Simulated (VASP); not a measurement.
# HfB2 in VASP: a series of runs

HfB2 is run at these levels: PBE; tasks: single point, relaxation of cell and atoms.

All numbers are computed with VASP 6.6.1; they aren't measurements. Logs are shortened: lines on timing, memory, paths and dates and some standing lists are left out, and cuts for length are marked.

**1. The cell of the first run**

It takes space group P4/mmm (No. 123, tetragonal). Conventional cell: a = 3.352 Å, b = 3.352 Å, c = 3.184 Å, α = 90.00°, β = 90.00°, γ = 90.00°. Within 3.1 Å of Hf (site symmetry 4/mmm) lie 12 B at 2.37 to 2.86 Å. Within 2.1 Å of B (site symmetry 4/mmm) lie 2 B at 1.59 Å. Within 2.1 Å of B (site symmetry 4/mmm) lie 2 B at 1.59 Å.

**2. Single point, PBE**

File INCAR:

```
PREC = Accurate
ENCUT = 520
EDIFF = 1E-6
ISMEAR = 0
SIGMA = 0.1
LREAL = F
LASPH = T
NELM = 60
ALGO = Normal
ISIF = 2
LWAVE = F
LCHARG = F
GGA = PE
NBANDS = 15
```

File KPOINTS:

```
regular mesh
0
Gamma
  6 6 6
```

File POSCAR:

```
HfB2
1.0
    3.3515714183      0.0000000000      0.0000000000
    0.0000000000      3.3515714183      0.0000000000
    0.0000000000      0.0000000000      3.1840928100
Hf B
1 2
Direct
    0.5000000000      0.5000000000      0.5000000000
    0.0000000000      0.0000000000      0.5000000000
    0.0000000000      0.0000000000      0.0000000000
```

Potentials or basis: VASP PAW PBE potentials, release 64 (Hf_pv, B).

Started as:

```
$ cat potpaw_PBE.64/Hf_pv/POTCAR potpaw_PBE.64/B/POTCAR > POTCAR
$ mpirun -np 1 vasp_std > vasp.out
```

OUTCAR:

```text
PREC = Accurate
   ENCUT = 520
   EDIFF = 1E-6
   ISMEAR = 0
   LREAL = F
   LASPH = T
   NELM = 60
   ISIF = 2
   GGA = PE

 ion  position               nearest neighbor table
   1  0.500  0.500  0.500-   2 2.37   2 2.37   2 2.37   2 2.37   3 2.86   3 2.86   3 2.86   3 2.86
                             3 2.86   3 2.86   3 2.86   3 2.86
   2  0.000  0.000  0.500-   3 1.59   3 1.59   1 2.37   1 2.37   1 2.37   1 2.37
   3  0.000  0.000  0.000-   2 1.59   2 1.59   1 2.86   1 2.86   1 2.86   1 2.86   1 2.86   1 2.86
                             1 2.86   1 2.86

  LATTYP: Found a simple tetragonal cell.
 ALAT       =     3.3515714183
 C/A-ratio  =     0.9500298256

  Lattice vectors:

 A1 = (   3.3515714183,   0.0000000000,   0.0000000000)
 A2 = (   0.0000000000,   3.3515714183,   0.0000000000)
 A3 = (   0.0000000000,   0.0000000000,   3.1840928100)

Analysis of symmetry for initial positions (statically):
=====================================================================
 Subroutine PRICEL returns:
 Original cell was already a primitive cell.

 Routine SETGRP: Setting up the symmetry group for a
 simple tetragonal supercell.

 Subroutine GETGRP returns: Found 16 space group operations
 (whereof 16 operations were pure point group operations)
 out of a pool of 16 trial point group operations.

The static configuration has the point symmetry D_4h.

Analysis of symmetry for dynamics (positions and initial velocities):
=====================================================================
 Subroutine PRICEL returns:
 Original cell was already a primitive cell.

 Routine SETGRP: Setting up the symmetry group for a
 simple tetragonal supercell.

 Subroutine GETGRP returns: Found 16 space group operations
 (whereof 16 operations were pure point group operations)
 out of a pool of 16 trial point group operations.

The dynamic configuration has the point symmetry D_4h.

 Subroutine INISYM returns: Found 16 space group operations
 (whereof 16 operations are pure point group operations),
 and found     1 'primitive' translations

----------------------------------------------------------------------------------------

                                     Primitive cell

  volume of cell :      35.7670

  direct lattice vectors                    reciprocal lattice vectors
     3.351571418  0.000000000  0.000000000     0.298367504  0.000000000  0.000000000
     0.000000000  3.351571418  0.000000000     0.000000000  0.298367504  0.000000000
     0.000000000  0.000000000  3.184092810     0.000000000  0.000000000  0.314061197

  length of vectors
     3.351571418  3.351571418  3.184092810     0.298367504  0.298367504  0.314061197

  position of ions in fractional coordinates (direct lattice)
     0.500000000  0.500000000  0.500000000
     0.000000000  0.000000000  0.500000000
     0.000000000  0.000000000  0.000000000

  ion indices of the primitive-cell ions
   primitive index   ion index
                 1           1
                 2           2
                 3           3

----------------------------------------------------------------------------------------

 KPOINTS: regular mesh

Automatic generation of k-mesh.
 Grid dimensions read from file:
 generate k-points for:    6    6    6

 Generating k-lattice:

  Cartesian coordinates                     Fractional coordinates (reciprocal lattice)
     0.049727917  0.000000000  0.000000000     0.166666667  0.000000000  0.000000000
     0.000000000  0.049727917  0.000000000     0.000000000  0.166666667  0.000000000
     0.000000000  0.000000000  0.052343533     0.000000000  0.000000000  0.166666667

  Length of vectors
     0.049727917  0.049727917  0.052343533

  Shift w.r.t. Gamma in fractional coordinates (k-lattice)
     0.000000000  0.000000000  0.000000000

 Subroutine IBZKPT returns following result:
 ===========================================

 Found     40 irreducible k-points:

 Following reciprocal coordinates:
            Coordinates               Weight
  0.000000  0.000000  0.000000      1.000000
  0.166667  0.000000  0.000000      4.000000
  0.333333  0.000000  0.000000      4.000000
  0.500000  0.000000  0.000000      2.000000
  0.166667  0.166667  0.000000      4.000000
  0.333333  0.166667  0.000000      8.000000
[... 16 lines left out ...]
  0.333333  0.000000  0.333333      8.000000
  0.500000  0.000000  0.333333      4.000000
 [... further k-points ...]
   k-points           NKPTS =     40   k-points in BZ     NKDIM =     40   number of bands    NBANDS=     15
   number of dos      NEDOS =    301   number of ions     NIONS =      3
   total plane-waves  NPLWV =  18816
   dimension x,y,z NGX =    28 NGY =   28 NGZ =   24
   dimension x,y,z NGXF=    56 NGYF=   56 NGZF=   48
   ions per type =               1   2
   NGX,Y,Z   is equivalent  to a cutoff of  13.89, 13.89, 12.53 a.u.
   NGXF,Y,Z  is equivalent  to a cutoff of  27.78, 27.78, 25.06 a.u.
 SYSTEM =  unknown system
   PREC   = accura    normal or accurate (medium, high low for compatibility)
   ISTART =      0    job   : 0-new  1-cont  2-samecut
   ICHARG =      2    charge: 1-file 2-atom 10-const
   ISPIN  =      1    spin polarized calculation?
   LNONCOLLINEAR =      F non collinear calculations
   LSORBIT =      F    spin-orbit coupling
   LASPH  =      T    aspherical Exc in radial PAW
   ENCUT  =  520.0 eV  38.22 Ry    6.18 a.u.   6.23  6.23  5.92*2*pi/ulx,y,z
   NELM   =     60;   NELMIN=  2; NELMDL= -5     # of ELM steps
   EDIFF  = 0.1E-05   stopping-criterion for ELM
   LREAL  =      F    real-space projection
[... 7 lines left out ...]
   TEBEG  =    0.0;   TEEND  =   0.0 temperature during run
   PSTRESS=    0.0 pullay stress
   NELECT =      16.0000    total number of electrons
   NUPDOWN=      -1.0000    fix difference up-down
   EMIN   =  10.00;   EMAX   =-10.00  energy-range for DOS
   EFERMI =   0.00;   METHOD = LEGACY
   ISMEAR =     0;   SIGMA  =   0.10  broadening in eV -4-tet -1-fermi 0-gaus
   EFERMI_NEDOS =   21; number of points for ismear=-14 and -15
   IALGO  =     38    algorithm
   IMIX   =      4    mixing-type and parameters
     AMIX     =   0.40;   BMIX     =  1.00
     AMIX_MAG =   1.60;   BMIX_MAG =  1.00
  volume/ion in A,a.u.               =      11.92        80.46
  Fermi-wavevector in a.u.,A,eV,Ry     =   1.252047  2.366026 21.328785  1.567621
  Thomas-Fermi vector in A             =   2.385966
   LORBIT       =      0    0 simple, 1 ext, 2 COOP (PROOUT), +10 PAW based schemes
   GGA     = PE    functional components
   LHFCALC =     F    Hartree Fock is set to
   AEXX    =    0.0000 exact exchange contribution
   IVDW    =     0    specifies the selected vdW correction
   LEPSILON=     F    determine dielectric tensor
   LRPA    =     F    only Hartree local field effects (RPA)
 non-spin polarized calculation
 Gauss-broadening in eV      SIGMA  =   0.10
  energy-cutoff  :      520.00
  volume of cell :       35.77
 maximum number of plane-waves:       996
 NGX is ok and might be reduce to    28

 number of electron      15.9999999 magnetization

 Free energy of the ion-electron system (eV)
  ---------------------------------------------------
  ext. energy  EPLUGINS =         0.00000000
  ---------------------------------------------------
  free energy    TOTEN  =       -24.07591925 eV

  energy without entropy =      -24.06615214  energy(sigma->0) =      -24.07103570

 E-fermi :   5.3790     XC(G=0): -11.5877

 val. band max:        5.3438440866   @ k =   0.3333   0.3333   0.3333
 cond. band min:       5.4179813286   @ k =   0.5000   0.3333   0.1667
 fundamental gap:      0.0741372420
 Fermi energy:         5.3789692187

 k-point     1 :       0.0000    0.0000    0.0000
  band No.  band energies     occupation
      1     -24.9168      2.00000
      2     -24.9168      2.00000
      3     -24.7230      2.00000
      4      -6.5718      2.00000
      5       1.2596      2.00000
      6       3.4238      2.00000
      7       3.9672      2.00000
      8       4.0147      2.00000
      9       4.0147      2.00000
     10       8.5648      0.00000
     11       9.7984      0.00000
     12       9.8451      0.00000
     13       9.8451      0.00000
     14      14.1275      0.00000
     15      14.1275      0.00000

 k-point     2 :       0.1667    0.0000    0.0000
  band No.  band energies     occupation
      1     -24.9933      2.00000
      2     -24.9071      2.00000
      3     -24.7169      2.00000
      4      -6.1806      2.00000
      5       1.1828      2.00000
      6       1.9105      2.00000
      7       3.2521      2.00000
      8       3.6390      2.00000
      9       5.6422      0.00020
     10       9.6022      0.00000
     11       9.8805      0.00000
     12       9.9443      0.00000
     13      10.8408      0.00000
     14      12.8440      0.00000
     15      14.7311      0.00000

 k-point     3 :       0.3333    0.0000    0.0000
  band No.  band energies     occupation
      1     -25.1427      2.00000
      2     -24.8875      2.00000
      3     -24.7046      2.00000
      4      -5.1663      2.00000
      5      -0.2984      2.00000
      6       1.0268      2.00000
      7       2.2101      2.00000
      8       4.0401      2.00000
      9       7.8696      0.00000
     10      10.0440      0.00000
     11      10.1553      0.00000
     12      10.9955      0.00000
     13      11.2945      0.00000
     14      12.5025      0.00000
     15      15.4320      0.00000

 k-point     4 :       0.5000    0.0000    0.0000
  band No.  band energies     occupation
      1     -25.2156      2.00000
      2     -24.8777      2.00000
      3     -24.6985      2.00000
      4      -4.3378      2.00000
      5      -1.5439      2.00000
      6       0.9480      2.00000
      7       1.8036      2.00000
      8       4.2811      2.00000
      9       9.9863      0.00000
     10      10.1815      0.00000
     11      10.2679      0.00000
     12      10.3538      0.00000
     13      12.1975      0.00000
     14      12.3222      0.00000
     15      13.8881      0.00000
[... 307 lines left out ...]
 k-point    22 :       0.1667    0.0000    0.3333
  band No.  band energies     occupation
      1     -25.0270      2.00000
      2     -24.9600      2.00000
      3     -24.8777      2.00000
      4      -4.9365      2.00000
      5      -1.6943      2.00000
      6       3.0915      2.00000
      7       4.2952      2.00000
      8       5.4324      0.44991
      9       6.7560      0.00000
     10       6.9583      0.00000
     11       8.1813      0.00000
     12      10.9631      0.00000
     13      12.1677      0.00000
     14      12.4153      0.00000
     15      12.4612      0.00000

 k-point    23 :       0.3333    0.0000    0.3333
  band No.  band energies     occupation
      1     -25.1036      2.00000
      2     -25.0092      2.00000
      3     -24.8592      2.00000
      4      -4.1386      2.00000
      5      -1.4732      2.00000
      6       1.2115      2.00000
      7       3.3383      2.00000
      8       4.7567      2.00000
      9       7.1407      0.00000
     10       8.3851      0.00000
     11       8.5976      0.00000
     12      10.2189      0.00000
     13      11.4078      0.00000
     14      14.4163      0.00000
     15      14.9830      0.00000

 k-point    24 :       0.5000    0.0000    0.3333
  band No.  band energies     occupation
      1     -25.1735      2.00000
      2     -25.0005      2.00000
      3     -24.8499      2.00000
      4      -3.6375      2.00000
      5      -1.1632      2.00000
      6       0.1014      2.00000
      7       2.9145      2.00000
      8       4.3863      2.00000
      9       8.0827      0.00000
     10       8.5052      0.00000
     11       8.8959      0.00000
     12      10.3032      0.00000
     13      11.2802      0.00000
     14      13.8107      0.00000
     15      15.2579      0.00000

 [... further k-points ...]
[... 5 lines left out ...]
  --------------------------------------------------------------------------------------
  -------------------------------------------------------------------------------------
  Total       -0.0942939     -0.0942939     -0.0914912      0.0000000     -0.0000000      0.0000000
  in kB       -4.2238784     -4.2238784     -4.0983342      0.0000000     -0.0000000      0.0000000
  external PRESSURE =      -4.1820304 kB  Pullay stress =       0.0000000 kB

 VOLUME and BASIS-vectors are now :
 -----------------------------------------------------------------------------
  energy-cutoff  :      520.00
  volume of cell :       35.77
      direct lattice vectors                 reciprocal lattice vectors
     3.351571418  0.000000000  0.000000000     0.298367504  0.000000000  0.000000000
     0.000000000  3.351571418  0.000000000     0.000000000  0.298367504  0.000000000
     0.000000000  0.000000000  3.184092810     0.000000000  0.000000000  0.314061197

 POSITION                                       TOTAL-FORCE (eV/Angst)
 -----------------------------------------------------------------------------------
      1.67579      1.67579      1.59205         0.000000      0.000000      0.000000
      0.00000      0.00000      1.59205         0.000000      0.000000      0.000000
      0.00000      0.00000      0.00000         0.000000      0.000000      0.000000
 -----------------------------------------------------------------------------------
    total drift:                                0.000000      0.000000      0.000000

  FREE ENERGIE OF THE ION-ELECTRON SYSTEM (eV)
  ---------------------------------------------------
  free  energy   TOTEN  =       -24.0759192527 eV

  energy  without entropy=      -24.0661521413  energy(sigma->0) =      -24.07103570
```

It took 21 s on 1 thread of Intel Xeon Platinum 8259CL at 2.50GHz (Skylake/Cascade Lake), shared host; peak memory 0.16 GiB.

Results:

```
Free energy            : -24.0759 eV
Pressure               : -0.4 GPa
Band gap on the k mesh : zero (band 8 reaches 5.55 eV, above the bottom of band 9 at 4.01 eV)
```

Levels at points of the mesh, in eV from the Fermi level:
```
           k point  band 4  band 5  band 6  band 7  band 8  band 9  band 10  band 11  band 12  band 13
(0.00, 0.00, 0.00)  -11.95   -4.12   -1.96   -1.41   -1.36   -1.36     3.19     4.42     4.47     4.47
(0.50, 0.00, 0.00)   -9.72   -6.92   -4.43   -3.58   -1.10    4.61     4.80     4.89     4.97     6.82
(0.50, 0.50, 0.00)  -10.14   -4.04   -4.04   -3.71   -1.12    2.66     2.66     3.80     5.67     5.79
(0.00, 0.00, 0.50)   -9.65   -8.48   -0.45   -0.40   -0.40    1.88     1.88     3.61     4.77     5.39
(0.50, 0.00, 0.50)   -8.44   -7.48   -4.24   -1.98   -1.86    2.22     2.36     2.84     5.15     7.48
(0.50, 0.50, 0.50)   -8.50   -6.96   -3.62   -3.62   -0.44   -0.44     5.52     5.87     6.00     6.10
```

Caveat: spin-orbit coupling is left out, which moves the levels of the heavy elements.

**3. Single point, PBE**

This run uses another cell than the first one: it holds 6 atoms, not 3.

INCAR, as its differences from that of step 2:

```diff
@@ -2,3 +2,3 @@
 ENCUT = 520
-EDIFF = 1E-6
+EDIFF = 1E-7
 ISMEAR = 0
@@ -13,2 +13,2 @@
 GGA = PE
-NBANDS = 15
+NBANDS = 25
```

File KPOINTS:

```
Automatic mesh
0
Gamma
  4 4 4
```

File POSCAR:

```
HfB2
1.0
    6.3480441784      0.0000000000      0.0000000000
    0.0000000000      2.3723914946      2.3722382112
    0.0000000000     -2.3723914946      2.3722382112
Hf B
2 4
Direct
    0.2500000000      0.2412644975      0.2412157693
    0.7500000000      0.2412157693      0.2412644975
    0.2500000000      0.7412405032      0.7412196044
    0.7500000000      0.7412196044      0.7412405032
    0.0000000000      0.7412988728      0.7412988728
    0.5000000000      0.7412988728      0.7412988728
```

Potentials or basis: VASP PAW PBE potentials, release 64 (Hf_pv, B).

Started as:

```
$ cat potpaw_PBE.64/Hf_pv/POTCAR potpaw_PBE.64/B/POTCAR > POTCAR
$ mpirun -np 1 vasp_std > vasp.out
```

Run time: 46 s. Hardware: 1 thread of Intel Xeon Platinum 8259CL at 2.50GHz (Skylake/Cascade Lake), shared host; peak memory 0.19 GiB.

Results (log left out):

```
Free energy            : -48.1815 eV
Pressure               : -0.4 GPa
Band gap on the k mesh : zero (band 16 reaches 6.15 eV, above the bottom of band 17 at 4.57 eV)
```

Levels at points of the mesh, in eV from the Fermi level:
| k point | band 12 | band 13 | band 14 | band 15 | band 16 | band 17 | band 18 | band 19 | band 20 | band 21 |
| --- | --- | --- | --- | --- | --- | --- | --- | --- | --- | --- |
| (0.00, 0.00, 0.00) | -1.27 | -1.25 | -1.25 | -0.30 | -0.30 | -0.29 | 2.02 | 2.02 | 3.31 | 3.74 |
| (0.50, 0.00, 0.00) | -0.83 | -0.82 | -0.82 | -0.82 | -0.82 | 0.80 | 0.80 | 3.04 | 3.04 | 3.04 |
| (0.00, 0.50, 0.00) | -4.08 | -3.45 | -1.85 | -1.71 | -1.03 | 2.28 | 2.49 | 2.91 | 4.72 | 4.91 |
| (0.50, 0.50, 0.00) | -5.69 | -2.77 | -2.77 | -0.55 | -0.55 | 3.34 | 3.34 | 3.54 | 3.54 | 4.75 |
| (0.00, 0.50, 0.50) | -3.57 | -3.50 | -3.50 | -1.09 | -0.29 | -0.29 | 2.80 | 2.80 | 4.00 | 5.61 |
| (0.50, 0.50, 0.50) | -3.72 | -3.72 | -3.72 | 0.88 | 0.88 | 0.88 | 0.88 | 1.08 | 1.08 | 5.29 |

Caveat: the k points lie up to 0.47 Å⁻¹ apart; spin-orbit coupling is left out, which moves the levels of the heavy elements.

(Continued in part 2 of 2.)
